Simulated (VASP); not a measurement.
Co:

```xyz
2
Lattice="2.4874 0.0000 0.0000 -1.2437 2.1541 0.0000 0.0000 0.0000 4.0633" Properties=species:S:1:pos:R:3 pbc="T T T"
Co    0.0000    1.4361    3.0074
Co    1.2437    0.7180    1.0559
```

Base run:

- Program: VASP 6.6.1
- Functional: PBE
- Potentials or basis: VASP PAW PBE potentials, release 64 (Co_sv)
- Cutoff: 690 eV
- k mesh: 10 × 10 × 6
- Occupations: fermi-dirac, width 0.05 eV
- Spin: collinear spin, ferromagnetic start
- Starting moments: [2.5, 2.5] μB
- Fixed moment: 5 μB

Its results: pressure 21.9 GPa; site moments Co +2.35 μB; largest force 0.967 eV/Å.

**Question.** After a change of settings the same cell gave: pressure -8.6 GPa; site moments Co +1.06 μB; largest force 0.620 eV/Å. Which change was it?
A. fixed moment from 5 μB to 8 μB; moments at the start from [2.5, 2.5] to [4.0, 4.0]
B. fixed moment from 5 μB to 3 μB; moments at the start from [2.5, 2.5] to [1.5, 1.5]
C. fixed moment from 5 μB to 2 μB; moments at the start from [2.5, 2.5] to [1.0, 1.0]

**Answer.** C.

Caveats: the total moment is fixed, so each spin has its own Fermi level and the state may be an excited one; the stress differs along the axes, from 20 to 26 GPa (at least some runs); the cell stands under tension (at least some runs).
